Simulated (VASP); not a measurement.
Wanted: the native input for a VASP 6.6.1 run.

```yaml
Task: single point
Functional: PBE
Potentials_or_basis: VASP PAW PBE potentials, release 64 (Sn_d, O, F)
Cutoff: 520 eV
k_mesh: 1 × 1 × 1
Occupations: fermi-dirac, width 0.01 eV
Spin: collinear spin
Starting_moments: "[0.0, 0.0, 0.0, 0.0, 0.0, 0.0, 0.0, 0.0, 0.0, 0.27, 0.01, 0.0, 0.06, 0.0, 0.4, 0.0, 0.04, 0.0, 0.01, 0.0, 0.0, 0.02, 0.0, 0.02, 0.23] μB"
Fixed_moment: 1 μB
Dipole_correction: no
Further_INCAR_settings: LREAL = Auto; ALGO = Normal; EDIFF = 1e-07; NBANDS = 130
```

The structure of Sn8O16F (a cell with a defect) lies in POSCAR:

```
Sn8O16F
1.0
    4.8274600300      4.8274600300      0.0000000000
   -4.8274600300      4.8274600300      0.0000000000
    0.0000000000      0.0000000000      6.4759066800
Sn O F
8 16 1
Direct
   -0.0001341285      0.5071187508      0.2483619792
    0.4993951239     -0.0073264201      0.2483663029
   -0.0063496124      0.0099388705     -0.0042865040
    0.5055726997      0.4898178308     -0.0042619515
   -0.0005284352      0.5070960681      0.7432776965
    0.4997665408     -0.0073228985      0.7432718286
   -0.0069894934      0.0049975556      0.4956879644
    0.5062437565      0.4948064790      0.4957106639
   -0.0072073098      0.8144987168      0.2468250515
    0.5217220825      0.3008017655      0.2511118644
   -0.0225031382      0.1989957439      0.2510740318
    0.5064773162      0.6853231263      0.2468272134
    0.3015670748     -0.0640405095     -0.0042990119
    0.8144393689      0.4964234784     -0.0040513246
    0.1976563232      0.5641264729     -0.0042897468
    0.6848113665      0.0033206904     -0.0040534865
   -0.0079413397      0.8145460502      0.7446765740
    0.5224274224      0.3007967940      0.7402720942
   -0.0231732628      0.1989965725      0.7402554170
    0.5071048719      0.6852573568      0.7447298484
    0.3029643935      0.0080778504      0.4959767271
    0.8114068217      0.5149973246      0.4956975384
    0.1962955662      0.4917047444      0.4959938675
    0.6878425672     -0.0151407779      0.4957026342
    0.2495825947      0.2500696003     -0.0048004089
```

These files were run (other wordings do the same):

INCAR

```
  PREC = Accurate
  ENCUT = 520
  EDIFF = 1E-7
  ISMEAR = -1
  SIGMA = 0.01
  LREAL = Auto
  LASPH = True
  NELM = 150
  ALGO = Normal
  ISIF = 2
  LWAVE = False
  LCHARG = True
  ISPIN = 2
  MAGMOM = 0 0 0 0 0 0 0 0 0 0.27 0.01 0 0.06 0 0.4 0 0.04 0 0.01 0 0 0.02 0 0.02 0.23
  LORBIT = 11
  NUPDOWN = 1.0
  GGA = PE
  LELF = True
  LVHAR = True
  NBANDS = 130
```

KPOINTS

```
Automatic mesh
0
Gamma
  1 1 1
```

Potentials or basis: VASP PAW PBE potentials, release 64 (Sn_d, O, F).

Launch:

```sh
$ cat potpaw_PBE.64/Sn_d/POTCAR potpaw_PBE.64/O/POTCAR potpaw_PBE.64/F/POTCAR > POTCAR
$ mpirun -np 1 vasp_gam > vasp.out
```

Results of the run:

- Pressure: 1.9 GPa
- Largest force: 0.036 eV/Å
- Net moment: 1.00 μB per cell
- Site moments: Sn -0.01, +0.00 (each value once); O +0.00, -0.00, +0.34 (each value once); F +0.28 μB
- Valence electrons inside the program's atomic spheres: Sn 12.21, 12.15, 12.26 (each value once); O 5.06, 5.05, 4.95, 5.04, 5.07 (each value once); F 6.04

Caveat: the k points lie up to 0.97 Å⁻¹ apart; the total moment is fixed, so each spin has its own Fermi level.

Run time: 4.5 min on 1 thread of Intel(R) Xeon(R) Platinum 8259CL CPU @ 2.50GHz (Skylake/Cascade Lake), with other jobs on the host, peak memory 0.46 GiB.
